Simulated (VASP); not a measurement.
# CsSe (Fd-3m) in VASP: single point with PBE

Aim: the single point of CsSe with PBE.

All numbers are computed with VASP 6.6.1; they aren't measurements. Logs are shortened: lines on timing, memory, paths and dates and some standing lists are left out, and cuts for length are marked.

### 1 The cell of the first run

It takes space group Fd-3m (No. 227, cubic). Conventional cell: a = 8.480 Å, b = 8.480 Å, c = 8.480 Å, α = 90.00°, β = 90.00°, γ = 90.00°. Cs (site symmetry -43m) has 4 Cs at 3.67 Å and 10 Se at 3.67 to 4.24 Å within 4.8 Å. Within 4.8 Å of Se (site symmetry -43m) lie 10 Cs at 3.67 to 4.24 Å and 4 Se at 3.67 Å.

### 2 Single point, PBE

INCAR

```
ALGO = Fast
EDIFF = 1E-7
ENCUT = 520
GGA = PE
ISIF = 2
ISMEAR = 0
LASPH = True
LCHARG = False
LREAL = False
LWAVE = False
NBANDS = 23
NELM = 80
PREC = Accurate
SIGMA = 0.1
```

KPOINTS

```
k-points
0
Gamma
  10 10 10
```

POSCAR

```
CsSe
1.0
    0.0000000000      4.2398231364      4.2398231364
    4.2398231364      0.0000000000      4.2398231364
    4.2398231364      4.2398231364      0.0000000000
Cs Se
2 2
Direct
    0.5000000000      0.5000000000      0.5000000000
    0.7500000000      0.7500000000      0.7500000000
    0.0000000000      0.0000000000      0.0000000000
    0.2500000000      0.2500000000      0.2500000000
```

Potentials or basis: VASP PAW PBE potentials, release 64 (Cs_sv, Se).

Launch:

```
$ cat potpaw_PBE.64/Cs_sv/POTCAR potpaw_PBE.64/Se/POTCAR > POTCAR
$ mpirun -np 1 vasp_std > vasp.out
```

OUTCAR:

```text
EDIFF = 1E-7
   ENCUT = 520
   GGA = PE
   ISIF = 2
   ISMEAR = 0
   LASPH = True
   LREAL = False
   NELM = 80
   PREC = Accurate

 ion  position               nearest neighbor table
   1  0.500  0.500  0.500-
   2  0.750  0.750  0.750-
   3  0.000  0.000  0.000-
   4  0.250  0.250  0.250-

  LATTYP: Found a face centered cubic cell.
 ALAT       =     8.4796462728

  Lattice vectors:

 A1 = (   0.0000000000,   4.2398231364,   4.2398231364)
 A2 = (   4.2398231364,   0.0000000000,   4.2398231364)
 A3 = (   4.2398231364,   4.2398231364,   0.0000000000)

Analysis of symmetry for initial positions (statically):
=====================================================================
 Subroutine PRICEL returns:
 Original cell was already a primitive cell.

 Routine SETGRP: Setting up the symmetry group for a
 face centered cubic supercell.

 Subroutine GETGRP returns: Found 48 space group operations
 (whereof 24 operations were pure point group operations)
 out of a pool of 48 trial point group operations.

The static configuration has the point symmetry T_d .
 The point group associated with its full space group is O_h .

Analysis of symmetry for dynamics (positions and initial velocities):
=====================================================================
 Subroutine PRICEL returns:
 Original cell was already a primitive cell.

 Routine SETGRP: Setting up the symmetry group for a
 face centered cubic supercell.

 Subroutine GETGRP returns: Found 48 space group operations
 (whereof 24 operations were pure point group operations)
 out of a pool of 48 trial point group operations.

The dynamic configuration has the point symmetry T_d .
 The point group associated with its full space group is O_h .

 Subroutine INISYM returns: Found 48 space group operations
 (whereof 24 operations are pure point group operations),
 and found     1 'primitive' translations

----------------------------------------------------------------------------------------

                                     Primitive cell

  volume of cell :     152.4310

  direct lattice vectors                    reciprocal lattice vectors
     0.000000000  4.239823136  4.239823136    -0.117929448  0.117929448  0.117929448
     4.239823136  0.000000000  4.239823136     0.117929448 -0.117929448  0.117929448
[... 82 lines left out ...]
   ICHARG =      2    charge: 1-file 2-atom 10-const
   ISPIN  =      1    spin polarized calculation?
   LNONCOLLINEAR =      F non collinear calculations
   LSORBIT =      F    spin-orbit coupling
   LASPH  =      T    aspherical Exc in radial PAW
   ENCUT  =  520.0 eV  38.22 Ry    6.18 a.u.  11.15 11.15 11.15*2*pi/ulx,y,z
   NELM   =     80;   NELMIN=  2; NELMDL= -5     # of ELM steps
   EDIFF  = 0.1E-06   stopping-criterion for ELM
   LREAL  =      F    real-space projection
   EDIFFG = 0.1E-05   stopping-criterion for IOM
   NSW    =      0    number of steps for IOM
   IBRION =     -1    ionic relax: 0-MD 1-quasi-New 2-CG
   NFREE  =      0    steps in history (QN), initial steepest desc. (CG)
   ISIF   =      2    stress and relaxation
   ISYM   =      2    0-nonsym 1-usesym 2-fastsym
   POTIM  = 0.5000    time-step for ionic-motion
   TEBEG  =    0.0;   TEEND  =   0.0 temperature during run
   PSTRESS=    0.0 pullay stress
   NELECT =      30.0000    total number of electrons
   NUPDOWN=      -1.0000    fix difference up-down
   EMIN   =  10.00;   EMAX   =-10.00  energy-range for DOS
   EFERMI =   0.00;   METHOD = LEGACY
   ISMEAR =     0;   SIGMA  =   0.10  broadening in eV -4-tet -1-fermi 0-gaus
   EFERMI_NEDOS =   21; number of points for ismear=-14 and -15
   IALGO  =     68    algorithm
   IMIX   =      4    mixing-type and parameters
     AMIX     =   0.40;   BMIX     =  1.00
     AMIX_MAG =   1.60;   BMIX_MAG =  1.00
  volume/ion in A,a.u.               =      38.11       257.16
  Fermi-wavevector in a.u.,A,eV,Ry     =   0.952264  1.799519 12.337863  0.906807
  Thomas-Fermi vector in A             =   2.080811
   LORBIT       =      0    0 simple, 1 ext, 2 COOP (PROOUT), +10 PAW based schemes
   GGA     = PE    functional components
   LHFCALC =     F    Hartree Fock is set to
   AEXX    =    0.0000 exact exchange contribution
   IVDW    =     0    specifies the selected vdW correction
   LEPSILON=     F    determine dielectric tensor
   LRPA    =     F    only Hartree local field effects (RPA)
 non-spin polarized calculation
 RMM-DIIS sequential band-by-band and
 Gauss-broadening in eV      SIGMA  =   0.10
  energy-cutoff  :      520.00
  volume of cell :      152.43
 maximum number of plane-waves:      4126
 NGX is ok and might be reduce to    48
   NGX = 23   NGY = 23   NGZ = 23

 number of electron      29.9999996 magnetization

 Free energy of the ion-electron system (eV)
  ---------------------------------------------------
  ext. energy  EPLUGINS =         0.00000000
  ---------------------------------------------------
  free energy    TOTEN  =       -10.36335099 eV

  energy without entropy =      -10.32279207  energy(sigma->0) =      -10.34307153

 E-fermi :   1.5607     XC(G=0):  -8.3753

 val. band max:        1.5484117885   @ k =   0.5000   0.0000   0.0000
 cond. band min:       1.5730763236   @ k =  -0.4000   0.4000   0.2000
 fundamental gap:      0.0246645350
 Fermi energy:         1.5606644385

 k-point     1 :       0.0000    0.0000    0.0000
  band No.  band energies     occupation
      1     -20.4224      2.00000
      2     -19.9828      2.00000
      3     -10.0562      2.00000
      4      -9.2374      2.00000
      5      -7.4993      2.00000
      6      -7.4993      2.00000
[... 613 lines left out ...]
     22       6.9351      0.00000
     23       7.0681      0.00000

 [... further k-points ...]
[... 5 lines left out ...]
  --------------------------------------------------------------------------------------
  -------------------------------------------------------------------------------------
  Total        0.0559955      0.0559955      0.0559955     -0.0000000     -0.0000000      0.0000000
  in kB        0.5885596      0.5885596      0.5885596     -0.0000000     -0.0000000      0.0000000
  external PRESSURE =       0.5885596 kB  Pullay stress =       0.0000000 kB

 VOLUME and BASIS-vectors are now :
 -----------------------------------------------------------------------------
  energy-cutoff  :      520.00
  volume of cell :      152.43
      direct lattice vectors                 reciprocal lattice vectors
     0.000000000  4.239823136  4.239823136    -0.117929448  0.117929448  0.117929448
     4.239823136  0.000000000  4.239823136     0.117929448 -0.117929448  0.117929448
     4.239823136  4.239823136  0.000000000     0.117929448  0.117929448 -0.117929448

 POSITION                                       TOTAL-FORCE (eV/Angst)
 -----------------------------------------------------------------------------------
      4.23982      4.23982      4.23982         0.000000      0.000000      0.000000
      6.35973      6.35973      6.35973        -0.000000     -0.000000     -0.000000
      0.00000      0.00000      0.00000        -0.000000      0.000000     -0.000000
      2.11991      2.11991      2.11991        -0.000000     -0.000000      0.000000
 -----------------------------------------------------------------------------------
    total drift:                               -0.000000     -0.000000     -0.000000

  FREE ENERGIE OF THE ION-ELECTRON SYSTEM (eV)
  ---------------------------------------------------
  free  energy   TOTEN  =       -10.3633509877 eV

  energy  without entropy=      -10.3227920744  energy(sigma->0) =      -10.34307153
```

Wall time 8.9 min (1 thread of Oxide Virtual Turin-like, shared host); peak memory 0.37 GiB.

Results:

```
Free energy            : -10.3634 eV
Pressure               : 0.1 GPa
Band gap on the k mesh : zero (bands 15 and 16 overlap by 0.61 eV)
```

Caveat: spin-orbit coupling is left out, which moves the levels of the heavy elements.

The gap in the log of VASP goes by the Fermi energy; the results here count the filled bands.